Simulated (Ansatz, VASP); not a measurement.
## GePt in VASP and in Ansatz

```
Ge Pt
1.0
     3.94027    0.00000    0.00000
     0.00000    3.94027    0.00000
     0.00000    0.00000    5.83078
Ge Pt
2 2
Cartesian
  0.0000 1.9701 1.6003
  1.9701 0.0000 4.2304
  0.0000 0.0000 0.0000
  1.9701 1.9701 0.0000
```

Alike in both runs: functional PBE; k mesh 6 × 6 × 4; occupations gaussian, width 0.1 eV; no spin polarisation.

Ansatz relaxed the structure, and its values are those at the end. VASP's run is a single point on that final structure, the one shown.

|  | VASP | Ansatz |
| --- | --- | --- |
| version | VASP 6.6.1 | Ansatz 0.2.0 |
| potentials or method | VASP PAW PBE potentials, release 64 (Ge_d, Pt), cutoff 520 eV | scalar-relativistic, plane waves, PAW |
| valence electrons in the cell | 48 | 64 |

|  | VASP | Ansatz | Ansatz less VASP |
| --- | --- | --- | --- |
| gap on the k mesh at the Fermi level (eV) | none | none | - |
| pressure (GPa) | 0.1 | 0.2 | +0.03 |
| rms of the force components (eV/Å) | 0.009 | 0.003 | -0.0058 |

A gap of «none» marks a metal or a gap that the smearing closes. The functional is the same, so the differences come from potentials, cutoffs and numerics. VASP's potentials hold 48 valence electrons a cell and Ansatz's 64, so a difference there can come from the potentials and not from the codes.

Spin-orbit coupling is off throughout.
